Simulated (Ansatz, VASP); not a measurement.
## One calculation of Yb, two programs

The input INCAR:

```
SYSTEM = Yb
PREC = Accurate ; ENCUT = 520
EDIFF = 1E-6 ; ISMEAR = -1
SIGMA = 0.05 ; LREAL = .False.
LASPH = .True. ; NELM = 80
ALGO = Normal ; ISIF = 2
LWAVE = .False. ; LCHARG = .False.
GGA = PE ; NBANDS = 18
```

KPOINTS

```
regular mesh
0
Gamma
  15 15 15
  0 0 0
```

POSCAR

```
Yb
1.0
   -2.0385480028      2.0385480028      2.0385480028
    2.0385480028     -2.0385480028      2.0385480028
    2.0385480028      2.0385480028     -2.0385480028
Yb
1
Direct
    0.0000000000      0.0000000000      0.0000000000
```

Input for Ansatz:

```yaml
crystal:
  lattice:
    - [-2.0385480028, 2.0385480028, 2.0385480028]
    - [2.0385480028, -2.0385480028, 2.0385480028]
    - [2.0385480028, 2.0385480028, -2.0385480028]
  atoms:
    - { symbol: Yb, position: [0.0, 0.0, 0.0] }
kpoints:
  mp_grid: { grid: [15, 15, 15] }
scf:
  occupations: { method: fermi_dirac, width: 0.05 }
hamiltonian:
  xc: pbe
  pseudopotentials: { kind: all_electron, lapw: { basis_error: 0.0005 } }
output:
  forces: true
  stress: true
  eigenvalues: true
```

Change from the starting cell: volume scaled by 0.98.

Alike in both runs: task single point; functional PBE; k mesh 15 × 15 × 15; occupations fermi-dirac, width 0.05 eV; no spin polarisation.

|  | VASP | Ansatz |
| --- | --- | --- |
| version | VASP 6.6.1 | Ansatz 0.2.0 |
| potentials or method | VASP PAW PBE potentials, release 64 (Yb), cutoff 520 eV | all-electron LAPW, scalar-relativistic |

```csv
,VASP,Ansatz,Ansatz less VASP
pressure (GPa),0.0,0.4,+0.45
```

Ansatz ran all-electron here, and VASP with PAW potentials.

Spin-orbit coupling is off throughout.
